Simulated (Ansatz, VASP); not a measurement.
HfC: VASP beside Ansatz

The input INCAR:

```
SYSTEM = HfC
ALGO = Normal
EDIFF = 1E-6
ENCUT = 600
GGA = PS
GGA_COMPAT = .FALSE.
ISIF = 2
ISMEAR = -1
LASPH = .TRUE.
LCHARG = .FALSE.
LREAL = .FALSE.
LWAVE = .FALSE.
NBANDS = 22
NELM = 120
PREC = Accurate
SIGMA = 0.1
```

Contents of KPOINTS:

```
k-points
0
G
  6 6 4
  0 0 0
```

POSCAR

```
HfC
1.0
    3.3428660000      0.0000000000      0.0000000000
   -1.6714330000      2.8950068774      0.0000000000
    0.0000000000      0.0000000000      5.2027140000
Hf C
2 2
Direct
    0.6666666667      0.3333333333      0.7500000000
    0.3333333333      0.6666666667      0.2500000000
    0.0000000000      0.0000000000      0.0000000000
    0.0000000000      0.0000000000      0.5000000000
```

Input for Ansatz:

```yaml
crystal:
  lattice:
    a: 3.342866
    b: 3.342866
    c: 5.202714
    alpha: 90.0
    beta: 90.0
    gamma: 120.0
  space_group: 194
  atoms:
    - { symbol: Hf, position: [0.6666666666666666, 0.3333333333333333, 0.75] }
    - { symbol: C, position: [0.0, 0.0, 0.0] }
basis:
  ecutwfc: 517.016338673772
kpoints:
  mp_grid:
    grid: [6, 6, 4]
hamiltonian:
  xc: pbesol
scf:
  occupations:
    method: fermi_dirac
    width: 0.1
output:
  forces: true
  stress: true
```

Alike in both runs: task single point; functional PBEsol; k mesh 6 × 6 × 4; occupations fermi-dirac, width 0.1 eV; no spin polarisation.

|  | VASP | Ansatz |
| --- | --- | --- |
| version | VASP 6.6.1 | Ansatz 0.2.0 |
| potentials or method | VASP PAW PBE potentials, release 64 (Hf_pv, C), cutoff 600 eV | plane waves, PAW |
| valence electrons in the cell | 28 | 60 |

|  | VASP | Ansatz | Ansatz less VASP |
| --- | --- | --- | --- |
| pressure (GPa) | -7.9 | -7.4 | +0.56 |
| traceless stress, the component that is largest in VASP (GPa) | 2.99 | 2.92 | -0.073 |

VASP's potentials were made for PBE, not for PBEsol. VASP's potentials hold 28 valence electrons a cell and Ansatz's 60, so a difference there can come from the potentials and not from the codes.

The k mesh is coarse, so the values compare programs but aren't converged. Spin-orbit coupling is off throughout.
